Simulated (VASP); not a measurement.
A run of VASP 6.6.1:

Contents of INCAR:

```
PREC = Accurate ; ENCUT = 520
EDIFF = 1E-7 ; ISMEAR = -1
SIGMA = 0.08 ; LREAL = False
LASPH = True ; NELM = 60
ALGO = Normal ; ISIF = 2
LWAVE = False ; LCHARG = False
GGA = PS ; NBANDS = 14
```

Contents of KPOINTS:

```
regular mesh
0
Gamma
  14 14 14
```

Contents of POSCAR:

```
SiNi
1.0
    0.0000000000      2.0181660347      2.0181660347
    2.0181660347      0.0000000000      2.0181660347
    2.0181660347      2.0181660347      0.0000000000
Ni Si
1 1
Direct
    0.0000000000      0.0000000000      0.0000000000
    0.5000000000      0.5000000000      0.5000000000
```

Potentials or basis: VASP PAW PBE potentials, release 64 (Ni, Si).

The run is started by

```sh
$ cat potpaw_PBE.64/Ni/POTCAR potpaw_PBE.64/Si/POTCAR > POTCAR
$ mpirun -np 1 vasp_std > vasp.out
```

Hardware: 1 thread of Intel Xeon 8259CL (shared host).

Estimate the wall time of this run.

It took 39 s on 1 thread of Intel Xeon 8259CL (shared host), peak memory 0.15 GiB. Counts: scf iterations 15, k points 104.
